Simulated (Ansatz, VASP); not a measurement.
## Two plane-wave programs on IrSe

The input INCAR:

```
PREC = Accurate
ENCUT = 520
EDIFF = 1E-7
ISMEAR = 0
SIGMA = 0.05
LREAL = False
LASPH = True
NELM = 80
ALGO = Normal
ISIF = 2
LWAVE = False
LCHARG = True
GGA = PE
LELF = True
LVHAR = True
NBANDS = 14
```

The input KPOINTS:

```
Automatic mesh
0
Gamma
  6 6 6
```

Contents of POSCAR:

```
IrSe
1.0
    0.0000000000      2.6009271431      2.6009271431
    2.6009271431      0.0000000000      2.6009271431
    2.6009271431      2.6009271431      0.0000000000
Ir Se
1 1
Direct
    0.5000000000      0.5000000000      0.5000000000
    0.0000000000      0.0000000000      0.0000000000
```

Input for Ansatz:

```yaml
crystal:
  lattice:
    - [0.0, 2.6009271431, 2.6009271431]
    - [2.6009271431, 0.0, 2.6009271431]
    - [2.6009271431, 2.6009271431, 0.0]
  atoms:
    - { symbol: Ir, position: [0.5, 0.5, 0.5] }
    - { symbol: Se, position: [0.0, 0.0, 0.0] }
basis:
  ecutwfc: 420
  ecutrho_ratio: 4
kpoints:
  mp_grid: { grid: [6, 6, 6] }
hamiltonian:
  xc: pbe
scf:
  occupations: { method: gaussian, width: 0.05 }
output:
  forces: true
  stress: true
  eigenvalues: true
```

Alike in both runs: task single point; functional PBE; k mesh 6 × 6 × 6; occupations gaussian, width 0.05 eV; no spin polarisation.

```csv
,VASP,Ansatz
version,VASP 6.6.1,Ansatz 0.2.0
potentials or method,"VASP PAW PBE potentials, release 64 (Ir, Se), cutoff 520 eV","scalar-relativistic, plane waves, PAW"
valence electrons in the cell,15,33
```

|  | VASP | Ansatz | Ansatz less VASP |
| --- | --- | --- | --- |
| gap on the k mesh at the Fermi level (eV) | none | none | - |
| pressure (GPa) | -0.8 | -1.2 | -0.37 |

A gap of «none» marks a metal or a gap that the smearing closes. VASP's potentials hold 15 valence electrons a cell and Ansatz's 33, so a difference there can come from the potentials and not from the codes.

Spin-orbit coupling is off throughout.
